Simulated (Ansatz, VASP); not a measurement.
## Zn: VASP beside Ansatz

```
CELL_PARAMETERS angstrom
2.66480 0.00000 0.00000
-1.33240 2.30778 0.00000
0.00000 0.00000 4.94670
ATOMIC_POSITIONS crystal
Zn 0.33333 0.66667 0.25000
Zn 0.66667 0.33333 0.75000
```

Alike in both runs: task single point; functional PBE; k mesh 18 × 18 × 8; occupations tetrahedron; no spin polarisation.

|  | VASP | Ansatz |
| --- | --- | --- |
| version | VASP 6.6.1 | Ansatz 0.2.0 |
| potentials or method | VASP PAW PBE potentials, release 64 (Zn), cutoff 520 eV | all-electron LAPW, scalar-relativistic |

Ansatz gave:

| Item | Value |
| --- | --- |
| pressure (GPa) | -0.3 |
| traceless stress, the component that is largest in VASP (GPa) | 0.77 |

Q: Estimate VASP's values.

A: Pressure (GPa): 0.0; traceless stress, the component that is largest in VASP (GPa): 0.66.

Ansatz ran all-electron here, and VASP with PAW potentials. Ansatz's warnings: band table not solved further, tetrahedron derivatives may miss energy slope.
